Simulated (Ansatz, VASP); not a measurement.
# One calculation of Nb, two programs

INCAR

```
PREC     = Accurate       # precision mode
ENCUT    = 500            # plane-wave cutoff, eV
EDIFF    = 1E-6           # SCF threshold, eV
ISMEAR   = -1             # smearing method
SIGMA    = 0.1            # smearing width, eV
LREAL    = F              # projectors in reciprocal space
LASPH    = T              # aspherical terms in the spheres
NELM     = 120            # most SCF steps
ALGO     = Normal         # electronic algorithm
ISIF     = 2              # what is computed and relaxed
LWAVE    = F              # write WAVECAR
LCHARG   = F              # write CHGCAR
GGA      = PE             # functional
NBANDS   = 12             # bands
GGA_COMPAT= F
```

The input KPOINTS:

```
regular mesh
0
Gamma
  14 14 14
```

The input POSCAR:

```
Nb
1.0
    0.0000000000      2.1063870000      2.1063870000
    2.1063870000      0.0000000000      2.1063870000
    2.1063870000      2.1063870000      0.0000000000
Nb
1
Direct
    0.0000000000      0.0000000000      0.0000000000
```

Input for Ansatz:

```yaml
crystal:
  lattice:
    - [0.0, 2.106387, 2.106387]
    - [2.106387, 0.0, 2.106387]
    - [2.106387, 2.106387, 0.0]
  atoms:
    - { symbol: Nb, position: [0.0, 0.0, 0.0] }
  symmetry: { tolerance: 0.0003 }
kpoints:
  mp_grid: { grid: [14, 14, 14], shift: [0, 0, 0] }
  band_path:
    path:
      - [0.0, 0.0, 0.0]
      - [0.5, 0.0, 0.5]
      - [0.625, 0.25, 0.625]
      - [0.375, 0.375, 0.75]
      - [0.0, 0.0, 0.0]
      - [0.5, 0.5, 0.5]
      - [0.5, 0.25, 0.75]
      - [0.5, 0.0, 0.5]
    npoints: 8
magnetization:
  spin_polarized: false
scf:
  occupations: { method: fermi_dirac }
  lower_state_search: "off"
  max_iter: 200
hamiltonian:
  pseudopotentials: { kind: paw }
  xc: pbe
basis:
  ecutwfc: 420
  fft_grid_basis: typed
output:
  forces: true
  stress: true
  eigenvalues: true
  bader: true
  populations: true
  elf: true
  write_potential: true
  volumetric_format: npy
  dos:
    e_range: [-12, 8]
    de: 0.05
    projected: { site_lists: { Nb: [Nb] } }
checkpoint:
  read: saved_state
```

Alike in both runs: task single point; functional PBE; k mesh 14 × 14 × 14; no spin polarisation.

```csv
,VASP,Ansatz
version,VASP 6.6.1,Ansatz 0.2.0
potentials or method,"VASP PAW PBE potentials, release 64 (Nb_sv), cutoff 500 eV",PAW plane waves
occupations,"fermi-dirac, width 0.1 eV",fermi-dirac
valence electrons in the cell,13,13
```

|  | VASP | Ansatz | Ansatz less VASP |
| --- | --- | --- | --- |
| pressure (GPa) | 0.3 | 0.7 | +0.35 |
